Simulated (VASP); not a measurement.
# TiB6 (Pm-3m) in VASP: notebook

Runs on TiB6. Level: PBE. Tasks: single point.

All numbers are computed with VASP 6.6.1; they aren't measurements. Logs are shortened: lines on timing, memory, paths and dates and some standing lists are left out, and cuts for length are marked.

**1. The cell of the first run**

It takes space group Pm-3m (No. 221, cubic). The conventional cell has a = 4.050 Å, b = 4.050 Å, c = 4.050 Å, α = 90.00°, β = 90.00°, γ = 90.00°. Ti (site symmetry m-3m) has 24 B at 2.97 Å within 3.9 Å. B (site symmetry 4mm) has 5 B at 1.60 to 1.73 Å within 2.1 Å.

**2. Single point, PBE, collinear spin, ferromagnetic start**

INCAR

```
SYSTEM = TiB6
PREC = Accurate
ENCUT = 520
EDIFF = 1E-7
ISMEAR = 0
SIGMA = 0.1
LREAL = .False.
LASPH = .True.
NELM = 150
ALGO = Normal
ISIF = 2
LWAVE = .False.
LCHARG = .True.
ISPIN = 2
MAGMOM = 1 0 0 0 0 0 0
LORBIT = 11
LMAXMIX = 4
GGA = PE
LELF = .True.
LVHAR = .True.
NBANDS = 28
```

KPOINTS

```
Automatic mesh
0
Gamma
  4 4 4
  0 0 0
```

POSCAR

```
TiB6
1.0
    4.0503650734      0.0000000000      0.0000000000
    0.0000000000      4.0503650734      0.0000000000
    0.0000000000      0.0000000000      4.0503650734
Ti B
1 6
Direct
    0.0000000000      0.0000000000      0.0000000000
    0.8020198186      0.5000000000      0.5000000000
    0.1979801814      0.5000000000      0.5000000000
    0.5000000000      0.5000000000      0.8020198186
    0.5000000000      0.5000000000      0.1979801814
    0.5000000000      0.1979801814      0.5000000000
    0.5000000000      0.8020198186      0.5000000000
```

Potentials or basis: VASP PAW PBE potentials, release 64 (Ti_sv, B).

Command:

```bash
cat potpaw_PBE.64/Ti_sv/POTCAR potpaw_PBE.64/B/POTCAR > POTCAR
mpirun -np 1 vasp_std > vasp.out
```

OUTCAR:

```text
SYSTEM = TiB6
   PREC = Accurate
   ENCUT = 520
   EDIFF = 1E-7
   ISMEAR = 0
   LREAL = .False.
   LASPH = .True.
   NELM = 150
   ISIF = 2
   ISPIN = 2
   LORBIT = 11
   GGA = PE

 ion  position               nearest neighbor table
   1  0.000  0.000  0.000-
   2  0.802  0.500  0.500-   3 1.60   4 1.73   5 1.73   6 1.73   7 1.73
   3  0.198  0.500  0.500-   2 1.60   4 1.73   5 1.73   6 1.73   7 1.73
   4  0.500  0.500  0.802-   5 1.60   3 1.73   2 1.73   6 1.73   7 1.73
   5  0.500  0.500  0.198-   4 1.60   3 1.73   2 1.73   6 1.73   7 1.73
   6  0.500  0.198  0.500-   7 1.60   3 1.73   4 1.73   5 1.73   2 1.73
   7  0.500  0.802  0.500-   6 1.60   3 1.73   4 1.73   5 1.73   2 1.73

  LATTYP: Found a simple cubic cell.
 ALAT       =     4.0503650734

  Lattice vectors:

 A1 = (   4.0503650734,   0.0000000000,   0.0000000000)
 A2 = (   0.0000000000,   4.0503650734,   0.0000000000)
 A3 = (   0.0000000000,   0.0000000000,   4.0503650734)

Analysis of symmetry for initial positions (statically):
=====================================================================
 Subroutine PRICEL returns:
 Original cell was already a primitive cell.

 Routine SETGRP: Setting up the symmetry group for a
 simple cubic supercell.

 Subroutine GETGRP returns: Found 48 space group operations
 (whereof 48 operations were pure point group operations)
 out of a pool of 48 trial point group operations.

The static configuration has the point symmetry O_h .

Analysis of symmetry for dynamics (positions and initial velocities):
=====================================================================
 Subroutine PRICEL returns:
 Original cell was already a primitive cell.

 Routine SETGRP: Setting up the symmetry group for a
 simple cubic supercell.

 Subroutine GETGRP returns: Found 48 space group operations
 (whereof 48 operations were pure point group operations)
 out of a pool of 48 trial point group operations.

The dynamic configuration has the point symmetry O_h .

Analysis of structural, dynamic, and magnetic symmetry:
=====================================================================
 Subroutine PRICEL returns:
 Original cell was already a primitive cell.

 Routine SETGRP: Setting up the symmetry group for a
 simple cubic supercell.

 Subroutine GETGRP returns: Found 48 space group operations
 (whereof 48 operations were pure point group operations)
 out of a pool of 48 trial point group operations.

The overall configuration has the point symmetry O_h .

 Subroutine INISYM returns: Found 48 space group operations
 (whereof 48 operations are pure point group operations),
 and found     1 'primitive' translations

----------------------------------------------------------------------------------------

                                     Primitive cell

  volume of cell :      66.4481

  direct lattice vectors                    reciprocal lattice vectors
     4.050365073  0.000000000  0.000000000     0.246891325  0.000000000  0.000000000
     0.000000000  4.050365073  0.000000000     0.000000000  0.246891325  0.000000000
     0.000000000  0.000000000  4.050365073     0.000000000  0.000000000  0.246891325

  length of vectors
     4.050365073  4.050365073  4.050365073     0.246891325  0.246891325  0.246891325

  position of ions in fractional coordinates (direct lattice)
     0.000000000  0.000000000  0.000000000
     0.802019819  0.500000000  0.500000000
     0.197980181  0.500000000  0.500000000
     0.500000000  0.500000000  0.802019819
     0.500000000  0.500000000  0.197980181
     0.500000000  0.197980181  0.500000000
     0.500000000  0.802019819  0.500000000

  ion indices of the primitive-cell ions
   primitive index   ion index
                 1           1
                 2           2
                 3           3
                 4           4
[... 35 lines left out ...]
  0.250000  0.250000  0.000000     12.000000
  0.500000  0.250000  0.000000     12.000000
  0.500000  0.500000  0.000000      3.000000
  0.250000  0.250000  0.250000      8.000000
  0.500000  0.250000  0.250000     12.000000
  0.500000  0.500000  0.250000      6.000000
  0.500000  0.500000  0.500000      1.000000
   k-points           NKPTS =     10   k-points in BZ     NKDIM =     10   number of bands    NBANDS=     28
   number of dos      NEDOS =    301   number of ions     NIONS =      7
   total plane-waves  NPLWV =  27000
   dimension x,y,z NGX =    30 NGY =   30 NGZ =   30
   dimension x,y,z NGXF=    60 NGYF=   60 NGZF=   60
   ions per type =               1   6
   NGX,Y,Z   is equivalent  to a cutoff of  12.31, 12.31, 12.31 a.u.
   NGXF,Y,Z  is equivalent  to a cutoff of  24.63, 24.63, 24.63 a.u.
 SYSTEM =  TiB6
   PREC   = accura    normal or accurate (medium, high low for compatibility)
   ISTART =      0    job   : 0-new  1-cont  2-samecut
   ICHARG =      2    charge: 1-file 2-atom 10-const
   ISPIN  =      2    spin polarized calculation?
   LNONCOLLINEAR =      F non collinear calculations
   LSORBIT =      F    spin-orbit coupling
   LASPH  =      T    aspherical Exc in radial PAW
   ENCUT  =  520.0 eV  38.22 Ry    6.18 a.u.   7.53  7.53  7.53*2*pi/ulx,y,z
   NELM   =    150;   NELMIN=  2; NELMDL= -5     # of ELM steps
   EDIFF  = 0.1E-06   stopping-criterion for ELM
   LREAL  =      F    real-space projection
   EDIFFG = 0.1E-05   stopping-criterion for IOM
   NSW    =      0    number of steps for IOM
   IBRION =     -1    ionic relax: 0-MD 1-quasi-New 2-CG
   NFREE  =      0    steps in history (QN), initial steepest desc. (CG)
   ISIF   =      2    stress and relaxation
   ISYM   =      2    0-nonsym 1-usesym 2-fastsym
   POTIM  = 0.5000    time-step for ionic-motion
   TEBEG  =    0.0;   TEEND  =   0.0 temperature during run
   PSTRESS=    0.0 pullay stress
   NELECT =      30.0000    total number of electrons
   NUPDOWN=      -1.0000    fix difference up-down
   EMIN   =  10.00;   EMAX   =-10.00  energy-range for DOS
   EFERMI =   0.00;   METHOD = LEGACY
   ISMEAR =     0;   SIGMA  =   0.10  broadening in eV -4-tet -1-fermi 0-gaus
   EFERMI_NEDOS =   21; number of points for ismear=-14 and -15
   IALGO  =     38    algorithm
   IMIX   =      4    mixing-type and parameters
     AMIX     =   0.40;   BMIX     =  1.00
     AMIX_MAG =   1.60;   BMIX_MAG =  1.00
  volume/ion in A,a.u.               =       9.49        64.06
  Fermi-wavevector in a.u.,A,eV,Ry     =   1.255898  2.373303 21.460199  1.577280
  Thomas-Fermi vector in A             =   2.389632
   LORBIT       =     11    0 simple, 1 ext, 2 COOP (PROOUT), +10 PAW based schemes
   GGA     = PE    functional components
   LHFCALC =     F    Hartree Fock is set to
   AEXX    =    0.0000 exact exchange contribution
   IVDW    =     0    specifies the selected vdW correction
   LEPSILON=     F    determine dielectric tensor
   LRPA    =     F    only Hartree local field effects (RPA)
 spin polarized calculation
 Gauss-broadening in eV      SIGMA  =   0.10
  energy-cutoff  :      520.00
  volume of cell :       66.45
 maximum number of plane-waves:      1803
   NGX = 15   NGY = 15   NGZ = 15

 number of electron      30.0000000 magnetization       1.0000000

 number of electron      30.0000005 magnetization      -1.7228127

 Free energy of the ion-electron system (eV)
  ---------------------------------------------------
  ext. energy  EPLUGINS =         0.00000000
  ---------------------------------------------------
  free energy    TOTEN  =       -47.20417787 eV

  energy without entropy =      -47.19240229  energy(sigma->0) =      -47.19829008

 E-fermi :   6.2803     XC(G=0): -10.9951

 val. band max:        6.2506823600   @ k =   0.5000   0.2500   0.0000
 cond. band min:       6.2909475739   @ k =   0.5000   0.0000   0.0000
 fundamental gap:      0.0402652139
 Fermi energy:         6.2802504666

 spin component 1

 k-point     1 :       0.0000    0.0000    0.0000
  band No.  band energies     occupation
      1     -50.6241      1.00000
      2     -26.8944      1.00000
      3     -26.8944      1.00000
      4     -26.8943      1.00000
      5      -9.1361      1.00000
      6      -1.5823      1.00000
[... 289 lines left out ...]
     26      14.8496      0.00000
     27      14.8496      0.00000
 Fermi energy:         6.2802504666

 spin component 2

 k-point     1 :       0.0000    0.0000    0.0000
  band No.  band energies     occupation
      1     -52.0155      1.00000
      2     -28.2813      1.00000
      3     -28.2813      1.00000
      4     -28.2812      1.00000
      5      -9.1472      1.00000
      6      -1.6937      1.00000
[... 289 lines left out ...]
     26      14.6868      0.00000
     27      14.7097      0.00000
 [bands above 27 left out]

------------------------ aborting loop because EDIFF is reached ----------------------------------------

  FORCE on cell =-STRESS in cart. coord.  units (eV):
  Direction    XX          YY          ZZ          XY          YZ          ZX
  --------------------------------------------------------------------------------------
  -------------------------------------------------------------------------------------
  Total        1.2893366      1.2893366      1.2893366      0.0000000     -0.0000000      0.0000000
  in kB       31.0881145     31.0881145     31.0881145      0.0000000     -0.0000000      0.0000000
  external PRESSURE =      31.0881145 kB  Pullay stress =       0.0000000 kB

 VOLUME and BASIS-vectors are now :
 -----------------------------------------------------------------------------
  energy-cutoff  :      520.00
  volume of cell :       66.45
      direct lattice vectors                 reciprocal lattice vectors
     4.050365073  0.000000000  0.000000000     0.246891325  0.000000000  0.000000000
     0.000000000  4.050365073  0.000000000     0.000000000  0.246891325  0.000000000
     0.000000000  0.000000000  4.050365073     0.000000000  0.000000000  0.246891325

 POSITION                                       TOTAL-FORCE (eV/Angst)
 -----------------------------------------------------------------------------------
      0.00000      0.00000      0.00000         0.000000      0.000000      0.000000
      3.24847      2.02518      2.02518        -0.135618      0.000000      0.000000
      0.80189      2.02518      2.02518         0.135618      0.000000      0.000000
      2.02518      2.02518      3.24847         0.000000      0.000000     -0.135618
      2.02518      2.02518      0.80189         0.000000      0.000000      0.135618
      2.02518      0.80189      2.02518         0.000000      0.135618      0.000000
      2.02518      3.24847      2.02518         0.000000     -0.135618      0.000000
 -----------------------------------------------------------------------------------
    total drift:                                0.000000     -0.000000     -0.000000

  FREE ENERGIE OF THE ION-ELECTRON SYSTEM (eV)
  ---------------------------------------------------
  free  energy   TOTEN  =       -47.2041778686 eV

  energy  without entropy=      -47.1924022894  energy(sigma->0) =      -47.19829008

 total charge

# of ion       s       p       d       tot
------------------------------------------
    1        2.064   5.996   1.904   9.964
    2        0.716   1.410   0.000   2.126
    3        0.716   1.410   0.000   2.126
    4        0.716   1.410   0.000   2.126
    5        0.716   1.410   0.000   2.126
    6        0.716   1.410   0.000   2.126
    7        0.716   1.410   0.000   2.126
--------------------------------------------------
tot          6.360  14.457   1.904  22.721

 magnetization (x)

# of ion       s       p       d       tot
------------------------------------------
    1       -0.011  -0.006  -1.418  -1.435
    2       -0.001   0.002   0.000   0.001
    3       -0.001   0.002   0.000   0.001
    4       -0.001   0.002   0.000   0.001
    5       -0.001   0.002   0.000   0.001
    6       -0.001   0.002   0.000   0.001
    7       -0.001   0.002   0.000   0.001
--------------------------------------------------
tot         -0.016   0.003  -1.418  -1.431
```

Wall time 32 s (1 thread of Intel Xeon Platinum 8559C (Emerald Rapids), shared host); peak memory 0.19 GiB.

What came out:

```
Free energy                                           : -47.2042 eV
Pressure                                              : 3.1 GPa
Largest force                                         : 0.136 eV/Å
Net moment                                            : -1.72 μB per cell
Site moments                                          : Ti -1.44; B +0.00 μB
Valence electrons inside the program's atomic spheres : Ti 9.96; B 2.13
```

Forces in eV/Å, atoms in the order of the input:
```
Ti   0.000  0.000  0.000
B   -0.136  0.000  0.000
B    0.136  0.000  0.000
B    0.000  0.000 -0.136
B    0.000  0.000  0.136
B    0.000  0.136  0.000
B    0.000 -0.136  0.000
```

Levels at points of the mesh, in eV from the Fermi level:
Spin up:
| k point | band 11 | band 12 | band 13 | band 14 | band 15 | band 16 | band 17 | band 18 |
| --- | --- | --- | --- | --- | --- | --- | --- | --- |
| (0.00, 0.00, 0.00) | -6.02 | -1.05 | -1.05 | -1.05 | 1.52 | 1.52 | 1.89 | 1.89 |
| (0.50, 0.00, 0.00) | -3.18 | -3.18 | -2.49 | -1.06 | -0.35 | 0.91 | 1.05 | 1.05 |
| (0.50, 0.50, 0.00) | -3.52 | -3.52 | -2.15 | -2.15 | 1.54 | 1.80 | 1.96 | 2.17 |
| (0.50, 0.50, 0.50) | -5.43 | -1.71 | -1.71 | -1.71 | 1.65 | 1.65 | 1.65 | 2.11 |
Spin down:
```
           k point  band 12  band 13  band 14  band 15  band 16  band 17  band 18  band 19  band 20  band 21
(0.00, 0.00, 0.00)    -1.24    -1.24    -1.24    -0.38    -0.38     1.34     1.34     1.34     2.26     2.26
(0.50, 0.00, 0.00)    -3.20    -2.59    -2.20    -0.33     0.01     0.19     0.40     0.40     2.27     3.04
(0.50, 0.50, 0.00)    -3.62    -2.16    -2.16    -0.24    -0.17     0.84     1.51     1.51     2.15     2.15
(0.50, 0.50, 0.50)    -1.73    -1.73    -1.73    -0.09    -0.09     0.91     0.91     0.91     1.62     5.78
```

Caveat: the k points lie up to 0.39 Å⁻¹ apart.

(Continued in part 2 of 2.)
